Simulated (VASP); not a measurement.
# Zr (Pm-3m) in VASP: a series of runs

The runs below take Zr through single point, with PBEsol.

Everything below comes from runs of VASP 6.6.1. Logs are shortened: lines on timing, memory, paths and dates and some standing lists are left out, and cuts for length are marked.

## 1. The cell of the first run

It takes space group Pm-3m (No. 221, cubic). The conventional cell has a = 2.526 Å, b = 2.526 Å, c = 2.526 Å, α = 90.00°, β = 90.00°, γ = 90.00°. Zr (site symmetry m-3m) has 6 Zr at 2.53 Å within 3.3 Å.

## 2. Single point, PBEsol (volume scaled by 0.68)

Input file INCAR:

```
SYSTEM = Zr
PREC     = Accurate       ! precision mode
ENCUT    = 520            ! plane-wave cutoff, eV
EDIFF    = 1E-6           ! SCF threshold, eV
ISMEAR   = -1             ! smearing method
SIGMA    = 0.1            ! smearing width, eV
LREAL    = .False.        ! projectors in reciprocal space
LASPH    = .True.         ! aspherical terms in the spheres
NELM     = 60             ! most SCF steps
ALGO     = Normal         ! electronic algorithm
ISIF     = 2              ! what is computed and relaxed
LWAVE    = .False.        ! write WAVECAR
LCHARG   = .False.        ! write CHGCAR
GGA      = PS             ! functional
NBANDS   = 12             ! bands
```

Input file KPOINTS:

```
Automatic mesh
0
Gamma
  13 13 13
  0 0 0
```

Input file POSCAR:

```
Zr
1.0
    2.5258981026      0.0000000000      0.0000000000
    0.0000000000      2.5258981026      0.0000000000
    0.0000000000      0.0000000000      2.5258981026
Zr
1
Direct
    0.0000000000      0.0000000000      0.0000000000
```

Potentials or basis: VASP PAW PBE potentials, release 64 (Zr_sv).

The run is started by

```
> cat potpaw_PBE.64/Zr_sv/POTCAR > POTCAR
> mpirun -np 1 vasp_std > vasp.out
```

OUTCAR:

```text
SYSTEM = Zr
   PREC = Accurate
   ENCUT = 520
   EDIFF = 1E-6
   ISMEAR = -1
   LREAL = .False.
   LASPH = .True.
   NELM = 60
   ISIF = 2
   GGA = PS

 ion  position               nearest neighbor table
   1  0.000  0.000  0.000-

  LATTYP: Found a simple cubic cell.
 ALAT       =     2.5258981026

  Lattice vectors:

 A1 = (   2.5258981026,   0.0000000000,   0.0000000000)
 A2 = (   0.0000000000,   2.5258981026,   0.0000000000)
 A3 = (   0.0000000000,   0.0000000000,   2.5258981026)

Analysis of symmetry for initial positions (statically):
=====================================================================
 Subroutine PRICEL returns:
 Original cell was already a primitive cell.

 Routine SETGRP: Setting up the symmetry group for a
 simple cubic supercell.

 Subroutine GETGRP returns: Found 48 space group operations
 (whereof 48 operations were pure point group operations)
 out of a pool of 48 trial point group operations.

The static configuration has the point symmetry O_h .

Analysis of symmetry for dynamics (positions and initial velocities):
=====================================================================
 Subroutine PRICEL returns:
 Original cell was already a primitive cell.

 Routine SETGRP: Setting up the symmetry group for a
 simple cubic supercell.

 Subroutine GETGRP returns: Found 48 space group operations
 (whereof 48 operations were pure point group operations)
 out of a pool of 48 trial point group operations.

The dynamic configuration has the point symmetry O_h .

 Subroutine INISYM returns: Found 48 space group operations
 (whereof 48 operations are pure point group operations),
 and found     1 'primitive' translations

----------------------------------------------------------------------------------------

                                     Primitive cell

  volume of cell :      16.1156

  direct lattice vectors                    reciprocal lattice vectors
     2.525898103  0.000000000  0.000000000     0.395898789  0.000000000  0.000000000
     0.000000000  2.525898103  0.000000000     0.000000000  0.395898789  0.000000000
     0.000000000  0.000000000  2.525898103     0.000000000  0.000000000  0.395898789

  length of vectors
     2.525898103  2.525898103  2.525898103     0.395898789  0.395898789  0.395898789

  position of ions in fractional coordinates (direct lattice)
     0.000000000  0.000000000  0.000000000

  ion indices of the primitive-cell ions
   primitive index   ion index
                 1           1
[... 73 lines left out ...]
   LREAL  =      F    real-space projection
   EDIFFG = 0.1E-04   stopping-criterion for IOM
   NSW    =      0    number of steps for IOM
   IBRION =     -1    ionic relax: 0-MD 1-quasi-New 2-CG
   NFREE  =      0    steps in history (QN), initial steepest desc. (CG)
   ISIF   =      2    stress and relaxation
   ISYM   =      2    0-nonsym 1-usesym 2-fastsym
   POTIM  = 0.5000    time-step for ionic-motion
   TEBEG  =    0.0;   TEEND  =   0.0 temperature during run
   PSTRESS=    0.0 pullay stress
   NELECT =      12.0000    total number of electrons
   NUPDOWN=      -1.0000    fix difference up-down
   EMIN   =  10.00;   EMAX   =-10.00  energy-range for DOS
   EFERMI =   0.00;   METHOD = LEGACY
   ISMEAR =    -1;   SIGMA  =   0.10  broadening in eV -4-tet -1-fermi 0-gaus
   EFERMI_NEDOS =   21; number of points for ismear=-14 and -15
   IALGO  =     38    algorithm
   IMIX   =      4    mixing-type and parameters
     AMIX     =   0.40;   BMIX     =  1.00
     AMIX_MAG =   1.60;   BMIX_MAG =  1.00
  volume/ion in A,a.u.               =      16.12       108.75
  Fermi-wavevector in a.u.,A,eV,Ry     =   1.483837  2.804045 29.956915  2.201771
  Thomas-Fermi vector in A             =   2.597448
   LORBIT       =      0    0 simple, 1 ext, 2 COOP (PROOUT), +10 PAW based schemes
   GGA     = PS    functional components
   LHFCALC =     F    Hartree Fock is set to
   AEXX    =    0.0000 exact exchange contribution
   IVDW    =     0    specifies the selected vdW correction
   LEPSILON=     F    determine dielectric tensor
   LRPA    =     F    only Hartree local field effects (RPA)
 non-spin polarized calculation
  energy-cutoff  :      520.00
  volume of cell :       16.12
 maximum number of plane-waves:       461
 NGX is ok and might be reduce to    20

 number of electron      11.9999999 magnetization

 Free energy of the ion-electron system (eV)
  ---------------------------------------------------
  ext. energy  EPLUGINS =         0.00000000
  ---------------------------------------------------
  free energy    TOTEN  =        -7.22934521 eV

  energy without entropy =       -7.19499254  energy(sigma->0) =       -7.21216887

 E-fermi :  13.2660     XC(G=0): -12.9167

 val. band max:       13.2562121911   @ k =   0.3077   0.2308   0.1538
 cond. band min:      13.2738345882   @ k =   0.4615   0.3846   0.2308
 fundamental gap:      0.0176223971
 Fermi energy:        13.2659500626

 k-point     1 :       0.0000    0.0000    0.0000
  band No.  band energies     occupation
      1     -35.4812      2.00000
      2     -11.5338      2.00000
      3     -11.5338      2.00000
      4     -11.5338      2.00000
      5       7.9437      2.00000
      6      10.0593      2.00000
      7      10.0593      2.00000
      8      21.9150      0.00000
      9      21.9150      0.00000
     10      21.9150      0.00000
     11      30.0971      0.00000
     12      30.0971      0.00000
[... 331 lines left out ...]
 k-point    24 :       0.3846    0.3077    0.0000
  band No.  band energies     occupation
      1     -34.5525      2.00000
      2     -14.3833      2.00000
      3     -13.6370      2.00000
      4     -10.9594      2.00000
      5       9.5404      2.00000
      6      12.2883      1.99989
      7      17.6337      0.00000
      8      17.6554      0.00000
      9      18.7413      0.00000
     10      19.3444      0.00000
     11      25.7404      0.00000
     12      30.0984      0.00000

 [... further k-points ...]
[... 5 lines left out ...]
  --------------------------------------------------------------------------------------
  -------------------------------------------------------------------------------------
  Total        5.7887881      5.7887881      5.7887881      0.0000000      0.0000000     -0.0000000
  in kB      575.5071884    575.5071884    575.5071884      0.0000000      0.0000000     -0.0000000
  external PRESSURE =     575.5071884 kB  Pullay stress =       0.0000000 kB

 VOLUME and BASIS-vectors are now :
 -----------------------------------------------------------------------------
  energy-cutoff  :      520.00
  volume of cell :       16.12
      direct lattice vectors                 reciprocal lattice vectors
     2.525898103  0.000000000  0.000000000     0.395898789  0.000000000  0.000000000
     0.000000000  2.525898103  0.000000000     0.000000000  0.395898789  0.000000000
     0.000000000  0.000000000  2.525898103     0.000000000  0.000000000  0.395898789

 POSITION                                       TOTAL-FORCE (eV/Angst)
 -----------------------------------------------------------------------------------
      0.00000      0.00000      0.00000         0.000000      0.000000      0.000000
 -----------------------------------------------------------------------------------
    total drift:                               -0.000000      0.000000      0.000000

  FREE ENERGIE OF THE ION-ELECTRON SYSTEM (eV)
  ---------------------------------------------------
  free  energy   TOTEN  =        -7.2293452074 eV

  energy  without entropy=       -7.1949925398  energy(sigma->0) =       -7.21216887
```

OSZICAR:

```text
N       E                     dE             d eps       ncg     rms          rms(c)
DAV:   1     0.945364612302E+02    0.94536E+02   -0.73976E+03  2024   0.105E+03
DAV:   2    -0.455059164261E+01   -0.99087E+02   -0.95695E+02  2276   0.290E+02
DAV:   3    -0.727027020481E+01   -0.27197E+01   -0.26642E+01  2868   0.416E+01
DAV:   4    -0.732749120965E+01   -0.57221E-01   -0.56994E-01  2292   0.556E+00
DAV:   5    -0.732960192039E+01   -0.21107E-02   -0.21089E-02  2708   0.694E-01    0.239E+01
DAV:   6    -0.721765630299E+01    0.11195E+00   -0.22050E-01  2424   0.438E+00    0.119E+01
DAV:   7    -0.722616681156E+01   -0.85105E-02   -0.13256E-01  2828   0.323E+00    0.129E+00
DAV:   8    -0.722938881593E+01   -0.32220E-02   -0.14799E-02  2220   0.141E+00    0.143E-01
DAV:   9    -0.722936347882E+01    0.25337E-04   -0.49882E-04  2460   0.223E-01    0.193E-02
DAV:  10    -0.722934593114E+01    0.17548E-04   -0.14152E-05  2364   0.405E-02    0.799E-03
DAV:  11    -0.722934520740E+01    0.72374E-06   -0.51654E-07  1632   0.621E-03
   1 F= -.72293452E+01 E0= -.72121689E+01  d E =-.343527E-01
```

It took 11 s on 1 thread of Intel Xeon Platinum 8488C (Sapphire Rapids), shared host; peak memory 0.13 GiB.

Results:

```
Free energy            : -7.2293 eV
Pressure               : 57.6 GPa
Band gap on the k mesh : zero (band 6 reaches 14.48 eV, above the bottom of band 7 at 10.05 eV)
```

Caveat: the PAW data sets were made with another functional, which shifts forces and pressure a little.

## 3. Single point, PBEsol (volume scaled by 0.68)

Input file INCAR:

```
PREC = Accurate
ENCUT = 520
EDIFF = 1E-7
ISMEAR = -1
SIGMA = 0.1
LREAL = False
LASPH = True
NELM = 100
ALGO = Normal
ISIF = 2
LWAVE = False
LCHARG = False
GGA = PS
NBANDS = 12
```

Input file KPOINTS:

```
Automatic mesh
0
Gamma
  13 13 13
```

POSCAR is that of step 2.

Potentials or basis: VASP PAW PBE potentials, release 64 (Zr_sv).

The run is started by

```
> cat potpaw_PBE.64/Zr_sv/POTCAR > POTCAR
> mpirun -np 1 vasp_std > vasp.out
```

Wall time 13 s (1 thread of Intel Xeon Platinum 8488C (Sapphire Rapids), shared host); peak memory 0.13 GiB.

The run converged. Its results:

* Free energy: -7.2293 eV
* Pressure: 57.6 GPa
* Band gap on the k mesh: zero (band 6 reaches 14.48 eV, above the bottom of band 7 at 10.05 eV)

Levels at points of the mesh, in eV from the Fermi level:
```tsv
k point	band 4	band 5	band 6	band 7	band 8	band 9
(0.00, 0.00, 0.00)	-24.80	-5.32	-3.21	-3.21	8.65	8.65
```

Caveat: the PAW data sets were made with another functional, which shifts forces and pressure a little.

(Continued in part 2 of 2.)
